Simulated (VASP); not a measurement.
## HfO2: single point with PBE

HfO2:

```
Hf O
1.0
     5.15725    0.00000   -0.00195
     0.00000    5.21647    0.00000
    -0.88901    0.00000    5.26866
Hf O
4 8
Direct
  0.27585 0.45744 0.70818
  0.72415 0.95744 0.79182
  0.72415 0.54256 0.29182
  0.27585 0.04256 0.20818
  0.44870 0.74243 0.97757
  0.55130 0.24243 0.52243
  0.55130 0.25757 0.02243
  0.44870 0.75757 0.47757
  0.06806 0.33058 0.34661
  0.93194 0.83058 0.15339
  0.93194 0.66942 0.65339
  0.06806 0.16942 0.84661
```

| Quantity | Value |
| --- | --- |
| Program | VASP 6.6.1 |
| Task | single point |
| Functional | PBE |
| Potentials or basis | VASP PAW PBE potentials, release 64 (Hf_pv, O) |
| Cutoff | 520 eV |
| k mesh | 4 × 4 × 4 |
| Occupations | gaussian, width 0.1 eV |
| Spin | no spin polarisation |
| Dipole correction | no |
| Further INCAR settings | ALGO = Normal; EDIFF = 1e-06; NBANDS = 56 |

| Property | Result |
| --- | --- |
| Pressure | -2.9 GPa |
| Largest force | 0.084 eV/Å |
| Band gap on the k mesh | 3.99 eV (least direct gap 4.07 eV) |

Forces in eV/Å, atoms in the order of the input:
```
Hf  -0.053 -0.034 -0.056
Hf   0.053 -0.034  0.056
Hf   0.053  0.034  0.056
Hf  -0.053  0.034 -0.056
O    0.057  0.008 -0.015
O   -0.057  0.008  0.015
O   -0.057 -0.008  0.015
O    0.057 -0.008 -0.015
O    0.020  0.000  0.045
O   -0.020  0.000 -0.045
O   -0.020  0.000 -0.045
O    0.020  0.000  0.045
```

Stress tensor (GPa, compression positive):
```
-2.91  0.00 -0.26
 0.00 -3.05  0.00
-0.26  0.00 -2.81
```

Levels at points of the mesh, in eV from the valence-band top:
| k point | band 40 | band 41 | band 42 | band 43 | band 44 | band 45 | band 46 | band 47 | band 48 | band 49 |
| --- | --- | --- | --- | --- | --- | --- | --- | --- | --- | --- |
| (0.00, 0.00, 0.00) | -1.00 | -0.59 | -0.56 | -0.24 | 0.00 | 4.46 | 4.95 | 5.07 | 5.40 | 5.57 |
| (0.50, 0.00, 0.00) | -0.90 | -0.77 | -0.60 | -0.48 | -0.08 | 3.99 | 4.98 | 5.04 | 5.08 | 5.75 |
| (0.00, 0.50, 0.00) | -1.12 | -0.83 | -0.83 | -0.46 | -0.46 | 4.90 | 4.90 | 5.45 | 5.45 | 5.80 |
| (0.50, 0.50, 0.00) | -1.43 | -0.95 | -0.95 | -0.62 | -0.62 | 4.65 | 4.65 | 5.11 | 5.11 | 5.95 |
| (0.00, 0.00, 0.50) | -1.03 | -0.86 | -0.86 | -0.51 | -0.51 | 4.66 | 4.66 | 5.10 | 5.10 | 5.96 |
| (0.50, 0.00, 0.50) | -1.28 | -0.99 | -0.99 | -0.52 | -0.52 | 4.29 | 4.29 | 5.39 | 5.39 | 5.58 |
| (0.00, 0.50, 0.50) | -0.96 | -0.92 | -0.92 | -0.69 | -0.69 | 4.85 | 4.85 | 5.03 | 5.03 | 5.72 |
| (0.50, 0.50, 0.50) | -1.20 | -1.07 | -1.07 | -0.76 | -0.76 | 4.45 | 4.45 | 5.13 | 5.13 | 5.56 |

It took 5.6 min on 1 thread of Intel Xeon 8259CL, with other jobs on the host, peak memory 0.34 GiB.

Caveat: spin-orbit coupling is left out, which moves the levels of the heavy elements. A k mesh can miss the band edges.
